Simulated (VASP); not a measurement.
The system is SiAs5.

```
Si As
1.0
     5.78177    0.00000    0.00000
    -2.89088    5.00716    0.00000
     0.00000    0.00000    4.82012
Si As
1 5
Direct
  0.00000 0.00000 0.00000
  0.50000 0.00000 0.50000
  0.50000 0.50000 0.50000
  0.00000 0.50000 0.50000
  0.33333 0.66667 0.00000
  0.66667 0.33333 0.00000
```

```yaml
Program: VASP 6.6.1
Task: relaxation of cell and atoms
Functional: PBE
Potentials_or_basis: VASP PAW PBE potentials, release 64 (Si, As)
Cutoff: 600 eV
k_mesh: 3 × 3 × 4
Occupations: gaussian, width 0.1 eV
Spin: no spin polarisation
```

At the start: pressure -4.4 GPa; volume 23.26 Å³/atom.

Task: Where does the relaxation end?

Result: Over 9 steps the energy falls by 216.7 meV/atom and the volume is 21.04 Å³/atom (-9.5 %); space group P6/mmm (No. 191, to 0.05 Å).

The path:
| step | energy change (eV) | largest force (eV/Å) | pressure (GPa) | volume (Å³) |
| --- | --- | --- | --- | --- |
| 1 | 0.0000 | 0.0000 | -4.44 | 139.54 |
| 2 | -0.3500 | 0.0000 | 0.79 | 126.85 |
| 3 | -0.3734 | 0.0000 | 2.63 | 123.42 |
| 4 | -0.8601 | 0.0000 | 1.92 | 121.90 |
| 5 | 0.0603 | 0.0000 | 16.38 | 114.75 |
| 6 | -1.2179 | 0.0000 | 4.22 | 119.63 |
| 7 | -1.2225 | 0.0000 | 3.89 | 119.86 |
| 8 | -1.2872 | 0.0000 | -1.43 | 129.04 |
| 9 | -1.3000 | 0.0000 | -0.02 | 126.25 |

Final structure:
```
CELL_PARAMETERS angstrom
5.18734 0.00000 0.00000
-2.59367 4.49236 0.00000
0.00000 0.00000 5.41763
ATOMIC_POSITIONS crystal
Si 0.00000 0.00000 0.00000
As 0.50000 0.00000 0.50000
As 0.50000 0.50000 0.50000
As 0.00000 0.50000 0.50000
As 0.33333 0.66667 0.00000
As 0.66667 0.33333 0.00000
```

Caveat: the k points lie up to 0.47 Å⁻¹ apart in the final cell.
